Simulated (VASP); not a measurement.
CoSi: single point with r2SCAN

CoSi:

```
CELL_PARAMETERS angstrom
0.00000 4.38353 4.38353
4.38353 0.00000 4.38353
4.38353 4.38353 0.00000
ATOMIC_POSITIONS crystal
Co 0.07283 0.07283 0.07283
Co 0.57283 0.07283 0.28150
Co 0.28150 0.57283 0.07283
Co 0.07283 0.28150 0.57283
Co 0.57283 0.57283 0.57283
Co 0.07283 0.57283 0.78150
Co 0.78150 0.07283 0.57283
Co 0.57283 0.78150 0.07283
Si 0.42180 0.42180 0.42180
Si 0.92180 0.42180 0.23459
Si 0.23459 0.92180 0.42180
Si 0.42180 0.23459 0.92180
Si 0.92180 0.92180 0.92180
Si 0.42180 0.92180 0.73459
Si 0.73459 0.42180 0.92180
Si 0.92180 0.73459 0.42180
```

```yaml
Program: VASP 6.6.1
Task: single point
Functional: r2SCAN
Potentials_or_basis: VASP PAW PBE potentials, release 64 (Co, Si)
Cutoff: 520 eV
k_mesh: 6 × 6 × 6
Occupations: gaussian, width 0.05 eV
Spin: collinear spin, ferromagnetic start
Starting_moments: "[1.5, 1.5, 1.5, 1.5, 1.5, 1.5, 1.5, 1.5, 0.0, 0.0, 0.0, 0.0, 0.0, 0.0, 0.0, 0.0] μB"
Dipole_correction: no
Further_INCAR_settings: LREAL = Auto; ALGO = Normal; EDIFF = 1e-06; NBANDS = 70
```

```yaml
Pressure: 0.0 GPa
Largest_force: 0.006 eV/Å
Band_gap_on_the_k_mesh: zero (filled and empty bands touch)
Net_moment: 0.00 μB per cell
Valence_electrons_inside_the_program's_atomic_spheres: Co 8.75; Si 1.62
```

Forces on the atoms (eV/Å):
```
Co   0.003  0.003  0.003
Co  -0.003 -0.003  0.003
Co   0.003 -0.003 -0.003
Co  -0.003  0.003 -0.003
Co   0.003  0.003  0.003
Co  -0.003 -0.003  0.003
Co   0.003 -0.003 -0.003
Co  -0.003  0.003 -0.003
Si   0.003  0.003  0.003
Si  -0.003 -0.003  0.003
Si   0.003 -0.003 -0.003
Si  -0.003  0.003 -0.003
Si   0.003  0.003  0.003
Si  -0.003 -0.003  0.003
Si   0.003 -0.003 -0.003
Si  -0.003  0.003 -0.003
```

Levels at points of the mesh, in eV from the Fermi level:
Spin up:
| k point | band 50 | band 51 | band 52 | band 53 | band 54 | band 55 |
| --- | --- | --- | --- | --- | --- | --- |
| (0.00, 0.00, 0.00) | -0.22 | -0.22 | -0.22 | -0.01 | -0.01 | -0.01 |
| (0.50, 0.00, 0.00) | -0.55 | -0.16 | -0.16 | 0.52 | 0.52 | 1.66 |
| (0.50, 0.50, 0.00) | -0.53 | -0.05 | -0.05 | 0.67 | 0.67 | 1.08 |
Spin down:
| k point | band 49 | band 50 | band 51 | band 52 | band 53 | band 54 | band 55 | band 56 |
| --- | --- | --- | --- | --- | --- | --- | --- | --- |
| (0.00, 0.00, 0.00) | -0.22 | -0.22 | -0.22 | -0.22 | -0.01 | -0.01 | -0.01 | 2.85 |
| (0.50, 0.00, 0.00) | -0.55 | -0.55 | -0.16 | -0.16 | 0.52 | 0.52 | 1.66 | 1.66 |
| (0.50, 0.50, 0.00) | -0.53 | -0.53 | -0.05 | -0.05 | 0.67 | 0.67 | 1.08 | 1.08 |

Run time: 58 min on 1 thread of Oxide Virtual Turin-like Processor (shared host), peak memory 0.58 GiB.

Caveat: the moments typed at the start vanished in this run; the PAW data sets were made with another functional, which shifts forces and pressure a little.
